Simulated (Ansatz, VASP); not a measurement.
## Two plane-wave programs on Si7B

```
Si B
1.0
     5.25909    0.00000    0.00000
    -2.62955    4.55451    0.00000
     0.00000    0.00000    4.40971
Si B
7 1
Cartesian
  0.0000 1.5368 0.0000
  -1.2986 3.7861 0.0000
  1.2986 3.7861 0.0000
  3.8985 2.2508 2.2049
  1.3606 2.2508 2.2049
  2.6295 0.0529 2.2049
  0.0000 0.0000 2.2049
  2.6295 1.5182 0.0000
```

Change from the starting cell: species swapped into the Mg7Cu type (P-6m2, No. 187).

Alike in both runs: functional PBE; k mesh 3 × 3 × 4; occupations gaussian, width 0.2 eV; no spin polarisation.

Ansatz relaxed the structure, and its values are those at the end. VASP's run is a single point on that final structure, the one shown.

```csv
,VASP,Ansatz
version,VASP 6.6.1,Ansatz 0.2.0
potentials or method,"VASP PAW PBE potentials, release 64 (Si, B), cutoff 500 eV","scalar-relativistic, plane waves, PAW"
valence electrons in the cell,31,31
```

|  | VASP | Ansatz | Ansatz less VASP |
| --- | --- | --- | --- |
| gap on the k mesh at the Fermi level (eV) | none | none | - |
| pressure (GPa) | 0.0 | 0.0 | +0.05 |
| rms of the force components (eV/Å) | 0.003 | 0.004 | +0.0006 |

A gap of «none» marks a metal or a gap that the smearing closes.

The k mesh is coarse, so the values compare programs but aren't converged.
